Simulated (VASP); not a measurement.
# Mg3Co (Fm-3m) in VASP: further runs, part 2 of 2

VASP 6.6.1. Earlier steps stand in the parts before.

## 3. Single point, RPBE, collinear spin, ferromagnetic start

This run uses another cell than the first one, of 18.14 Å³/atom.

INCAR reads:

```
ALGO     = Normal         # electronic algorithm
EDIFF    = 1E-6           # SCF threshold, eV
ENCUT    = 600            # plane-wave cutoff, eV
GGA      = RP             # functional
GGA_COMPAT= F            
ISIF     = 2              # what is computed and relaxed
ISMEAR   = -1             # smearing method
ISPIN    = 2              # spin polarisation
LASPH    = T              # aspherical terms in the spheres
LCHARG   = T              # write CHGCAR
LELF     = T              # ELF
LMAXMIX  = 4              # l up to which the mixer works
LORBIT   = 11             # projections on sites
LREAL    = F              # projectors in reciprocal space
LVHAR    = T            
LWAVE    = F              # write WAVECAR
MAGMOM   = 0 0 0 2.5      # initial moments
NBANDS   = 20             # bands
NELM     = 200            # most SCF steps
PREC     = Accurate       # precision mode
SIGMA    = 0.1            # smearing width, eV
```

KPOINTS reads:

```
k-points
0
Gamma
  6 6 6
```

POSCAR reads:

```
Mg3Co
1.0
    0.0000000000      3.3105671325      3.3105671325
    3.3105671325      0.0000000000      3.3105671325
    3.3105671325      3.3105671325      0.0000000000
Mg Co
3 1
Direct
    0.2500000000      0.2500000000      0.2500000000
    0.5000000000      0.5000000000      0.5000000000
    0.7500000000      0.7500000000      0.7500000000
    0.0000000000      0.0000000000      0.0000000000
```

Potentials or basis: VASP PAW PBE potentials, release 64 (Mg, Co).

Launch:

```bash
> cat potpaw_PBE.64/Mg/POTCAR potpaw_PBE.64/Co/POTCAR > POTCAR
> mpirun -np 1 vasp_std > vasp.out
```

OUTCAR:

```text
EDIFF = 1E-6
   ENCUT = 600
   GGA = RP
   ISIF = 2
   ISMEAR = -1
   ISPIN = 2
   LASPH = T
   LORBIT = 11
   LREAL = F
   NELM = 200
   PREC = Accurate

 ion  position               nearest neighbor table
   1  0.250  0.250  0.250-   4 2.87   4 2.87   4 2.87   2 2.87   2 2.87   2 2.87   4 2.87   2 2.87
                             3 3.31   3 3.31   3 3.31   3 3.31   3 3.31   3 3.31
   2  0.500  0.500  0.500-   1 2.87   1 2.87   1 2.87   3 2.87   3 2.87   3 2.87   3 2.87   1 2.87
                             4 3.31   4 3.31   4 3.31   4 3.31   4 3.31   4 3.31
   3  0.750  0.750  0.750-   2 2.87   2 2.87   2 2.87   4 2.87   4 2.87   4 2.87   4 2.87   2 2.87
                             1 3.31   1 3.31   1 3.31   1 3.31   1 3.31   1 3.31
   4  0.000  0.000  0.000-   3 2.87   3 2.87   3 2.87   1 2.87   1 2.87   1 2.87   3 2.87   1 2.87
                             2 3.31   2 3.31   2 3.31   2 3.31   2 3.31   2 3.31

[... 910 lines left out ...]

  FORCE on cell =-STRESS in cart. coord.  units (eV):
  Direction    XX          YY          ZZ          XY          YZ          ZX
  --------------------------------------------------------------------------------------
  -------------------------------------------------------------------------------------
  Total       -0.1021710     -0.1021710     -0.1021710      0.0000000     -0.0000000      0.0000000
  in kB       -2.2558031     -2.2558031     -2.2558031      0.0000000     -0.0000000      0.0000000
  external PRESSURE =      -2.2558031 kB  Pullay stress =       0.0000000 kB

 VOLUME and BASIS-vectors are now :
 -----------------------------------------------------------------------------
  energy-cutoff  :      600.00
  volume of cell :       72.57
      direct lattice vectors                 reciprocal lattice vectors
     0.000000000  3.310567133  3.310567133    -0.151031524  0.151031524  0.151031524
     3.310567133  0.000000000  3.310567133     0.151031524 -0.151031524  0.151031524
     3.310567133  3.310567133  0.000000000     0.151031524  0.151031524 -0.151031524

 POSITION                                       TOTAL-FORCE (eV/Angst)
 -----------------------------------------------------------------------------------
      1.65528      1.65528      1.65528        -0.000000     -0.000000     -0.000000
      3.31057      3.31057      3.31057         0.000000      0.000000      0.000000
      4.96585      4.96585      4.96585         0.000000     -0.000000      0.000000
      0.00000      0.00000      0.00000         0.000000      0.000000      0.000000
 -----------------------------------------------------------------------------------
    total drift:                               -0.000000      0.000000     -0.000000

  FREE ENERGIE OF THE ION-ELECTRON SYSTEM (eV)
  ---------------------------------------------------
  free  energy   TOTEN  =        -9.9184740685 eV

  energy  without entropy=       -9.7990280153  energy(sigma->0) =       -9.85875104

 total charge

# of ion       s       p       d       tot
------------------------------------------
    1        0.201   0.151   0.020   0.371
    2        0.205   0.152   0.017   0.373
    3        0.201   0.151   0.020   0.371
    4        0.392   0.227   7.329   7.948
--------------------------------------------------
tot          0.999   0.680   7.385   9.063

 magnetization (x)

# of ion       s       p       d       tot
------------------------------------------
    1       -0.005  -0.005  -0.001  -0.011
    2       -0.002  -0.008  -0.001  -0.011
    3       -0.005  -0.005  -0.001  -0.011
    4        0.006   0.013   0.855   0.874
--------------------------------------------------
tot         -0.005  -0.004   0.852   0.842
```

OSZICAR:

```text
N       E                     dE             d eps       ncg     rms          rms(c)
DAV:   1     0.481958088527E+02    0.48196E+02   -0.54953E+03  1280   0.677E+02
DAV:   2    -0.862065295520E+01   -0.56816E+02   -0.47544E+02  1336   0.133E+02
DAV:   3    -0.109871001262E+02   -0.23664E+01   -0.22850E+01  1572   0.311E+01
DAV:   4    -0.110236556335E+02   -0.36556E-01   -0.36506E-01  1500   0.324E+00
DAV:   5    -0.110249357329E+02   -0.12801E-02   -0.12800E-02  1560   0.658E-01    0.122E+01
DAV:   6    -0.234199863245E+02   -0.12395E+02   -0.69942E+01  1452   0.915E+01    0.354E+01
DAV:   7    -0.106866316319E+02    0.12733E+02   -0.16041E+01  1588   0.460E+01    0.106E+01
DAV:   8    -0.994408940557E+01    0.74254E+00   -0.18092E+00  1756   0.131E+01    0.206E+00
DAV:   9    -0.993010875128E+01    0.13981E-01   -0.13046E-01  1488   0.225E+00    0.139E+00
DAV:  10    -0.991838397838E+01    0.11725E-01   -0.28051E-02  1772   0.118E+00    0.283E-01
DAV:  11    -0.991958480076E+01   -0.12008E-02   -0.54266E-03  1868   0.606E-01    0.362E-01
DAV:  12    -0.991850580878E+01    0.10790E-02   -0.35578E-03  1632   0.528E-01    0.762E-02
DAV:  13    -0.991847305464E+01    0.32754E-04   -0.16001E-04  1700   0.120E-01    0.193E-02
DAV:  14    -0.991847491941E+01   -0.18648E-05   -0.93840E-06  1656   0.259E-02    0.134E-02
DAV:  15    -0.991847387550E+01    0.10439E-05   -0.26588E-06   908   0.134E-02    0.235E-03
DAV:  16    -0.991847406852E+01   -0.19302E-06   -0.63487E-07   732   0.609E-03
   1 F= -.99184741E+01 E0= -.98587510E+01  d E =-.119446E+00  mag=     0.7312
```

stdout:

```text
POSCAR found type information on POSCAR MgCo
 POSCAR found :  2 types and       4 ions
 scaLAPACK will be used
 -----------------------------------------------------------------------------
|                                                                             |
|                                                                             |
|     You enforced a specific xc type in the INCAR file but a different       |
|     I HOPE YOU KNOW WHAT YOU ARE DOING!                                     |
|                                                                             |
 -----------------------------------------------------------------------------

 LDA part: xc-table for (Slater+PW92), standard interpolation
 POSCAR, INCAR and KPOINTS ok, starting setup
 FFT: planning ... GRIDC
 FFT: planning ... GRID_SOFT
 FFT: planning ... GRID
 WAVECAR not read
 entering main loop
```

Wall time 47 s (1 thread of Intel Xeon 6975P-C (Granite Rapids), shared host); peak memory 0.3 GiB.

Results:

* Free energy: -9.9185 eV
* Pressure: -0.2 GPa
* Net moment: 0.73 μB per cell
* Site moments: Mg -0.01; Co +0.87 μB
* Valence electrons inside the program's atomic spheres: Mg 0.37; Co 7.95

Caveat: the PAW data sets were made with another functional, which shifts forces and pressure a little.

## 4. Relaxation of cell and atoms, RPBE, collinear spin, ferromagnetic start

This run uses another cell than the first one, of 17.23 Å³/atom.

INCAR reads:

```
ALGO = Normal
EDIFF = 1E-7
EDIFFG = -0.02
ENCUT = 600
GGA = RP
GGA_COMPAT = False
IBRION = 2
ISIF = 3
ISMEAR = -1
ISPIN = 2
LASPH = True
LCHARG = False
LMAXMIX = 4
LORBIT = 11
LREAL = False
LWAVE = False
MAGMOM = 0 0 0 2.5
NELM = 200
NELMIN = 4
NSW = 80
PREC = Accurate
SIGMA = 0.1
```

KPOINTS is that of step 3.

POSCAR reads:

```
Mg3Co
1.0
    0.0000000000      3.2541780000      3.2541780000
    3.2541780000      0.0000000000      3.2541780000
    3.2541780000      3.2541780000      0.0000000000
Mg Co
3 1
Direct
    0.2500000000      0.2500000000      0.2500000000
    0.5000000000      0.5000000000      0.5000000000
    0.7500000000      0.7500000000      0.7500000000
    0.0000000000      0.0000000000      0.0000000000
```

Launch:

```bash
> cat potpaw_PBE.64/Mg/POTCAR potpaw_PBE.64/Co/POTCAR > POTCAR
> mpirun -np 1 vasp_std > vasp.out
```

It took 74 s on 1 thread of Intel Xeon 6975P-C (Granite Rapids), shared host; peak memory 0.3 GiB.

The run converged. Its results:

| Item | Value |
| --- | --- |
| Free energy | -9.9078 eV |
| Relaxed volume | 17.91 Å³/atom |
| Relaxed cell | a = 4.662 Å, b = 4.662 Å, c = 4.662 Å, α = 60.00°, β = 60.00°, γ = 60.00° |
| Space group after relaxing (to 0.1 Å) | Fm-3m (No. 225) |
| Energy gained by relaxing | 3.5 meV/atom |
| Ionic steps | 2 |
| Pressure after relaxing | -0.2 GPa |
| Net moment | 0.00 μB per cell |
| Valence electrons inside the program's atomic spheres | Mg 0.38; Co 7.97 |

Step by step:
| step | energy change (eV) | largest force (eV/Å) | pressure (GPa) | volume (Å³) |
| --- | --- | --- | --- | --- |
| 1 | 0.0000 | 0.0000 | 2.50 | 68.92 |
| 2 | -0.0141 | 0.0000 | -0.17 | 71.64 |

Final structure:
```xyz
4
Lattice="0.0000 3.2965 3.2965 3.2965 0.0000 3.2965 3.2965 3.2965 0.0000" Properties=species:S:1:pos:R:3 pbc="T T T"
Mg    1.6482    1.6482    1.6482
Mg    3.2965    3.2965    3.2965
Mg    4.9447    4.9447    4.9447
Co    3.2965    6.5929    3.2965
```

Levels at points of the mesh, in eV from the Fermi level:
Spin up:
| k point | band 5 | band 6 | band 7 | band 8 | band 9 | band 10 |
| --- | --- | --- | --- | --- | --- | --- |
| (0.00, 0.00, 0.00) | -0.68 | -0.68 | 2.22 | 2.22 | 2.22 | 3.62 |
| (0.50, 0.00, 0.00) | -0.60 | -0.53 | -0.53 | 1.59 | 1.59 | 2.67 |
| (0.50, 0.50, 0.00) | -0.88 | -0.88 | -0.51 | -0.51 | -0.48 | 1.16 |
Spin down:
| k point | band 5 | band 6 | band 7 | band 8 | band 9 | band 10 |
| --- | --- | --- | --- | --- | --- | --- |
| (0.00, 0.00, 0.00) | -0.68 | -0.68 | 2.22 | 2.22 | 2.22 | 3.62 |
| (0.50, 0.00, 0.00) | -0.60 | -0.53 | -0.53 | 1.59 | 1.59 | 2.67 |
| (0.50, 0.50, 0.00) | -0.88 | -0.88 | -0.51 | -0.51 | -0.49 | 1.16 |

Caveat: the PAW data sets were made with another functional, which shifts forces and pressure a little.

## 5. Relaxation of cell and atoms, LDA, collinear spin, ferromagnetic start

This run uses another cell than the first one, of 17.23 Å³/atom.

INCAR reads:

```
ALGO     = Normal         # electronic algorithm
EDIFF    = 1E-7           # SCF threshold, eV
EDIFFG   = -0.02          # ionic threshold
ENCUT    = 600            # plane-wave cutoff, eV
GGA      = CA             # functional
GGA_COMPAT= F            
IBRION   = 2              # ionic algorithm
ISIF     = 3              # what is computed and relaxed
ISMEAR   = -1             # smearing method
ISPIN    = 2              # spin polarisation
LASPH    = T              # aspherical terms in the spheres
LCHARG   = F              # write CHGCAR
LMAXMIX  = 4              # l up to which the mixer works
LORBIT   = 11             # projections on sites
LREAL    = F              # projectors in reciprocal space
LWAVE    = F              # write WAVECAR
MAGMOM   = 0 0 0 2.5      # initial moments
NELM     = 200            # most SCF steps
NELMIN   = 4            
NSW      = 80             # ionic steps
PREC     = Accurate       # precision mode
SIGMA    = 0.1            # smearing width, eV
```

KPOINTS is that of step 4.

POSCAR is that of step 4.

Potentials or basis: VASP PAW LDA potentials, release 64 (Mg, Co).

Launch:

```bash
> cat potpaw_LDA.64/Mg/POTCAR potpaw_LDA.64/Co/POTCAR > POTCAR
> mpirun -np 1 vasp_std > vasp.out
```

Run time: 58 s. Hardware: 1 thread of Intel Xeon 6975P-C (Granite Rapids), shared host; peak memory 0.22 GiB.

The run converged. Its results:

- Free energy: -13.1067 eV
- Relaxed volume: 15.90 Å³/atom
- Relaxed cell: a = 4.480 Å, b = 4.480 Å, c = 4.480 Å, α = 60.00°, β = 60.00°, γ = 60.00°
- Space group after relaxing (to 0.1 Å): Fm-3m (No. 225)
- Energy gained by relaxing: 21.9 meV/atom
- Ionic steps: 3
- Pressure after relaxing: 0.0 GPa
- Net moment: 0.00 μB per cell
- Valence electrons inside the program's atomic spheres: Mg 0.44, 0.43 (each value once); Co 8.12

Step by step:
| step | energy change (eV) | largest force (eV/Å) | pressure (GPa) | volume (Å³) |
| --- | --- | --- | --- | --- |
| 1 | 0.0000 | 0.0000 | -4.92 | 68.92 |
| 2 | -0.0877 | 0.0000 | -0.22 | 63.78 |
| 3 | -0.0878 | 0.0000 | 0.01 | 63.59 |

Final structure:
```
Mg Co
1.0
     0.00000    3.16797    3.16797
     3.16797    0.00000    3.16797
     3.16797    3.16797    0.00000
Mg Co
3 1
Direct
  0.25000 0.25000 0.25000
  0.50000 0.50000 0.50000
  0.75000 0.75000 0.75000
  0.00000 0.00000 0.00000
```

Levels at points of the mesh, in eV from the Fermi level:
Spin up:
| k point | band 3 | band 4 | band 5 | band 6 | band 7 | band 8 | band 9 | band 10 | band 11 | band 12 |
| --- | --- | --- | --- | --- | --- | --- | --- | --- | --- | --- |
| (0.00, 0.00, 0.00) | -1.24 | -1.24 | -0.83 | -0.83 | 2.35 | 2.35 | 2.35 | 4.02 | 4.02 | 4.02 |
| (0.50, 0.00, 0.00) | -1.35 | -1.35 | -0.68 | -0.63 | -0.63 | 1.68 | 1.68 | 3.01 | 3.01 | 3.64 |
| (0.50, 0.50, 0.00) | -1.92 | -1.12 | -0.91 | -0.91 | -0.60 | -0.59 | -0.59 | 1.38 | 2.50 | 8.84 |
Spin down:
```tsv
k point	band 5	band 6	band 7	band 8	band 9	band 10
(0.00, 0.00, 0.00)	-0.83	-0.83	2.35	2.35	2.35	4.02
(0.50, 0.00, 0.00)	-0.68	-0.63	-0.63	1.68	1.68	3.01
(0.50, 0.50, 0.00)	-0.91	-0.91	-0.60	-0.59	-0.59	1.38
```
